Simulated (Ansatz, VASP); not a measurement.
## Two plane-wave programs on InWS4

Contents of INCAR:

```
PREC = Accurate ; ENCUT = 520
EDIFF = 1E-7 ; ISMEAR = 0
SIGMA = 0.1 ; LREAL = False
LASPH = True ; NELM = 150
ALGO = Normal ; ISIF = 2
LWAVE = False ; LCHARG = True
ISPIN = 2 ; MAGMOM = 0.02 1.75 -0.17 -0.17 -0.17 -0.17
LORBIT = 11 ; LMAXMIX = 4
GGA = PE ; LELF = True
LVHAR = True ; NBANDS = 38
```

File KPOINTS:

```
Automatic mesh
0
Gamma
  4 4 4
```

File POSCAR:

```
InWS4
1.0
    4.8651130800      0.0000000000      0.0000000000
    0.0000000000      4.8651130800      0.0000000000
    0.0000000000      0.0000000000      6.9427612900
In W S
1 1 4
Direct
    0.5000000000      0.5000000000      0.5000000000
    0.0000000000      0.0000000000      0.0000000000
    0.5000000000      0.0000000000      0.7628759100
    0.0000000000      0.5000000000      0.2371240900
    0.5000000000      0.0000000000      0.2371240900
    0.0000000000      0.5000000000      0.7628759100
```

Input for Ansatz:

```yaml
crystal:
  lattice:
    - [4.86511308, 0.0, 0.0]
    - [0.0, 4.86511308, 0.0]
    - [0.0, 0.0, 6.94276129]
  atoms:
    - { symbol: In, position: [0.5, 0.5, 0.5] }
    - { symbol: W, position: [0.0, 0.0, 0.0] }
    - { symbol: S, position: [0.5, 0.0, 0.76287591] }
    - { symbol: S, position: [0.0, 0.5, 0.23712409] }
    - { symbol: S, position: [0.5, 0.0, 0.23712409] }
    - { symbol: S, position: [0.0, 0.5, 0.76287591] }
basis:
  ecutwfc: 420
kpoints:
  mp_grid: { grid: [4, 4, 4] }
hamiltonian:
  xc: pbe
scf:
  occupations: { method: gaussian, width: 0.1 }
  lower_state_search: "off"
output:
  forces: true
  stress: true
  eigenvalues: true
  populations: true
magnetization:
  spin_polarized: true
```

Change from the starting cell: species swapped into the Na4TeSe type (P4/mmm, No. 123).

Alike in both runs: task single point; functional PBE; k mesh 4 × 4 × 4; occupations gaussian, width 0.1 eV; collinear spin.

```csv
,VASP,Ansatz
version,VASP 6.6.1,Ansatz 0.2.0
potentials or method,"VASP PAW PBE potentials, release 64 (In_d, W_sv, S), cutoff 520 eV","scalar-relativistic, plane waves, PAW"
valence electrons in the cell,51,51
```

```csv
,VASP,Ansatz,Ansatz less VASP
gap on the k mesh at the Fermi level (eV),none,none,-
pressure (GPa),-15.9,-15.8,+0.03
"traceless stress, the component that is largest in VASP (GPa)",0.38,0.38,+0.006
rms of the force components (eV/Å),0.463,0.464,+0.0003
net moment per atom (μB),0.23,0.23,0.000
size of the moment on the site where the two differ most (μB),0.12,0.16,+0.031
```

Site moments also hang on the region over which each program counts them. Atom by atom the forces differ by 0.000 eV/Å (rms over components). A gap of «none» marks a metal or a gap that the smearing closes. Ansatz's warnings: no starting moments.

Spin-orbit coupling is off throughout.
